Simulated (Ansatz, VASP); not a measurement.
## One calculation of ZrSnSe3, two programs

```
Zr Sn Se
1.0
     4.45865    0.00000    0.00000
    -2.22933    3.86131    0.00000
     0.00000    0.00000    7.44344
Zr Sn Se
1 1 3
Direct
  0.33333 0.66667 0.00000
  0.00000 0.00000 0.50000
  0.66667 0.33333 0.25940
  0.66667 0.33333 0.74060
  0.00000 0.00000 0.00000
```

Change from the starting cell: species swapped into the GaFe3As type (P-6m2, No. 187).

Alike in both runs: functional PBE; k mesh 12 × 12 × 6; occupations gaussian, width 0.1 eV; no spin polarisation.

Ansatz relaxed the structure, and its values are those at the end. VASP's run is a single point on that final structure, the one shown.

|  | VASP | Ansatz |
| --- | --- | --- |
| version | VASP 6.6.1 | Ansatz 0.2.0 |
| potentials or method | VASP PAW PBE potentials, release 64 (Zr_sv, Sn_d, Se), cutoff 520 eV | scalar-relativistic, plane waves, PAW |
| valence electrons in the cell | 44 | 74 |

|  | VASP | Ansatz | Ansatz less VASP |
| --- | --- | --- | --- |
| gap on the k mesh at the Fermi level (eV) | none | none | - |
| pressure (GPa) | 0.0 | 0.0 | -0.06 |

A gap of «none» marks a metal or a gap that the smearing closes. The functional is the same, so the differences come from potentials, cutoffs and numerics. VASP's potentials hold 44 valence electrons a cell and Ansatz's 74, so a difference there can come from the potentials and not from the codes.
